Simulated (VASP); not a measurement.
K7NaCl8, 16 atoms in the cell. The cell holds an amorphous packing of atoms, 16 atoms: a = 8.056 Å, b = 8.145 Å, c = 8.139 Å, α = 88.78°, β = 91.06°, γ = 89.26°. 

```yaml
Program: VASP 6.6.1
Task: single point
Functional: PBE
Potentials_or_basis: VASP PAW PBE potentials, release 64 (Na_pv, Cl, K_sv)
Cutoff: 520 eV
k_mesh: 1 × 1 × 1
Occupations: fermi-dirac, width 0.0991 eV
Spin: no spin polarisation
Dipole_correction: no
Further_INCAR_settings: LREAL = Auto; ALGO = Normal; EDIFF = 1e-06; NBANDS = 77; ISYM = 0
```

Potentials or basis: VASP PAW PBE potentials, release 64 (Na_pv, Cl, K_sv).

Command:

```console
$ cat potpaw_PBE.64/Na_pv/POTCAR potpaw_PBE.64/Cl/POTCAR potpaw_PBE.64/K_sv/POTCAR > POTCAR
$ mpirun -np 1 vasp_gam > vasp.out
```

Hardware: 1 thread of Intel(R) Xeon(R) 6975P-C (Granite Rapids), on a shared host.

How long does it take, and how much memory?

Run time: 44 s on 1 thread of Intel(R) Xeon(R) 6975P-C (Granite Rapids), on a shared host, peak memory 0.5 GiB. Counts: scf iterations 16, k points 1.
